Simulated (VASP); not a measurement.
Crystal: PtSe2.

```
CELL_PARAMETERS angstrom
3.72400 0.00000 0.00000
-1.86200 3.22508 0.00000
0.00000 0.00000 5.06200
ATOMIC_POSITIONS crystal
Pt 0.00000 0.00000 0.00000
Se 0.66667 0.33333 0.75000
Se 0.33333 0.66667 0.25000
```

```yaml
Program: VASP 6.6.1
Task: relaxation of cell and atoms
Functional: PBEsol
Dispersion: D3(BJ)
Potentials_or_basis: VASP PAW PBE potentials, release 64 (Pt, Se)
Cutoff: 600 eV
k_mesh: 8 × 8 × 5
Occupations: fermi-dirac, width 0.05 eV
Spin: no spin polarisation
```

At the start: pressure -1.2 GPa; volume 20.27 Å³/atom.

Question: Where does the relaxation end?

Answer: Over 22 steps the energy falls by 32.9 meV/atom and the volume is 18.72 Å³/atom (-7.6 %); space group P-3m1 (No. 164, to 0.1 Å) before and after.

Step by step:
```tsv
step	energy change (eV)	largest force (eV/Å)	pressure (GPa)	volume (Å³)
1	0.0000	0.3637	-1.24	60.80
2	-0.0231	0.4684	0.37	59.42
3	-0.0398	0.6371	4.00	56.87
4	-0.0449	0.6035	3.92	56.74
5	-0.0584	0.4999	3.72	56.36
6	-0.0762	0.2768	3.47	55.58
7	-0.0655	0.2410	3.63	54.02
8	-0.0800	0.1331	3.49	55.07
9	-0.0883	0.0638	2.20	55.54
10	-0.0946	0.0831	-0.45	56.59
11	-0.0947	0.0664	-0.15	56.47
12	-0.0953	0.0554	-0.14	56.46
13	-0.0968	0.0219	-0.08	56.42
14	-0.0983	0.0447	0.02	56.36
15	-0.0984	0.0594	0.05	56.34
16	-0.0985	0.0369	-0.13	56.36
17	-0.0986	0.0082	-0.34	56.39
18	-0.0987	0.0047	-0.30	56.35
19	-0.0988	0.0044	-0.21	56.25
20	-0.0987	0.0237	-0.01	56.05
21	-0.0988	0.0111	-0.14	56.18
22	-0.0988	0.0009	-0.04	56.16
```

Final structure:
```
Pt Se
1.0
     3.73792    0.00000    0.00000
    -1.86896    3.23714    0.00000
     0.00000    0.00000    4.64110
Pt Se
1 2
Direct
  0.00000 0.00000 0.00000
  0.66667 0.33333 0.72767
  0.33333 0.66667 0.27233
```

Caveat: the PAW data sets were made with another functional, which shifts forces and pressure a little.
